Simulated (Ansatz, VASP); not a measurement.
# Se: VASP beside Ansatz

INCAR

```
ALGO = Normal ; EDIFF = 1E-8
ENCUT = 520 ; ISIF = 2
ISMEAR = -1 ; LASPH = T
LCHARG = F ; LEFG = T
LREAL = F ; LWAVE = F
NBANDS = 16 ; NELM = 60
PREC = Accurate ; SIGMA = 0.03
```

File KPOINTS:

```
k-points
0
Gamma
  6 6 5
```

POSCAR

```
Se
1.0
    4.4236565372      0.0000000000      0.0000000000
   -2.2118282686      3.8309989389      0.0000000000
    0.0000000000      0.0000000000      5.0187864228
Se
3
Direct
    0.2254000000      0.0000000000      0.3333333333
    0.0000000000      0.2254000000      0.6666666667
    0.7746000000      0.7746000000      0.0000000000
```

Input for Ansatz:

```yaml
crystal:
  lattice:
    - [4.4236565372, 0.0, 0.0]
    - [-2.2118282686, 3.8309989389, 0.0]
    - [0.0, 0.0, 5.0187864228]
  atoms:
    - { symbol: Se, position: [0.2254, 0.0, 0.3333333333] }
    - { symbol: Se, position: [0.0, 0.2254, 0.6666666667] }
    - { symbol: Se, position: [0.7746, 0.7746, 0.0] }
kpoints:
  mp_grid: { grid: [6, 6, 5] }
scf:
  occupations: { method: fermi_dirac, width: 0.03 }
hamiltonian:
  xc: lda
  pseudopotentials: { kind: all_electron, datasets: crystal }
output:
  forces: true
  stress: true
  eigenvalues: true
  efg: { contact_densities: true }
```

Change from the starting cell: volume scaled by 1.04, crystal datasets.

Alike in both runs: task electric field gradients; functional LDA; k mesh 6 × 6 × 5; occupations fermi-dirac, width 0.03 eV; no spin polarisation.

```csv
,VASP,Ansatz
version,VASP 6.6.1,Ansatz 0.2.0
potentials or method,"VASP PAW LDA potentials, release 64 (Se), cutoff 520 eV","all-electron PAW with datasets made for the crystal, scalar-relativistic"
```

|  | VASP | Ansatz | Ansatz less VASP |
| --- | --- | --- | --- |
| gap on the k mesh at the Fermi level (eV) | 1.20 | 1.21 | +0.009 |
| pressure (GPa) | -3.1 | -3.2 | -0.17 |
| traceless stress, the component that is largest in VASP (GPa) | 0.13 | 0.07 | -0.067 |
| rms of the force components (eV/Å) | 0.072 | 0.097 | +0.0251 |
| size of Vzz on the site where it differs most (V/Å²) | 503.9 | 523.4 | +19.56 |

LDA's correlation is that of Perdew and Zunger in VASP and of Perdew and Wang (1992) in Ansatz. Atom by atom the forces differ by 0.025 eV/Å (rms over components). Ansatz ran all-electron here, and VASP with PAW potentials.
